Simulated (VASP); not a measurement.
Here is a VASP 6.6.1 calculation.

INCAR

```
ALGO     = Normal         # electronic algorithm
EDIFF    = 1E-6           # SCF threshold, eV
EDIFFG   = -0.01          # ionic threshold
ENCUT    = 600            # plane-wave cutoff, eV
GGA      = PS             # functional
IBRION   = 2              # ionic algorithm
ISIF     = 3              # what is computed and relaxed
ISMEAR   = -1             # smearing method
LASPH    = T              # aspherical terms in the spheres
LCHARG   = F              # write CHGCAR
LREAL    = F              # projectors in reciprocal space
LWAVE    = F              # write WAVECAR
NELM     = 100            # most SCF steps
NSW      = 60             # ionic steps
PREC     = Accurate       # precision mode
PSTRESS  = 300.0        
SIGMA    = 0.05           # smearing width, eV
```

Contents of KPOINTS:

```
k-points
0
Gamma
  12 12 12
```

The input POSCAR:

```
Pd
1.0
    0.0000000000      1.9465000000      1.9465000000
    1.9465000000      0.0000000000      1.9465000000
    1.9465000000      1.9465000000      0.0000000000
Pd
1
Direct
    0.0000000000      0.0000000000      0.0000000000
```

Potentials or basis: VASP PAW PBE potentials, release 64 (Pd).

Run with:

```console
$ cat potpaw_PBE.64/Pd/POTCAR > POTCAR
$ mpirun -np 1 vasp_std > vasp.out
```

(1) What does it give for the band gap on the k mesh?

(2) Predict the relaxed volume.

Results:

(1) zero (band 5 reaches 12.28 eV, above the bottom of band 6 at 10.31 eV).

(2) 13.01 Å³/atom.

Caveat: the cell is relaxed towards a set pressure, so the enthalpy falls and the energy may rise; the PAW data sets were made with another functional, which shifts forces and pressure a little.
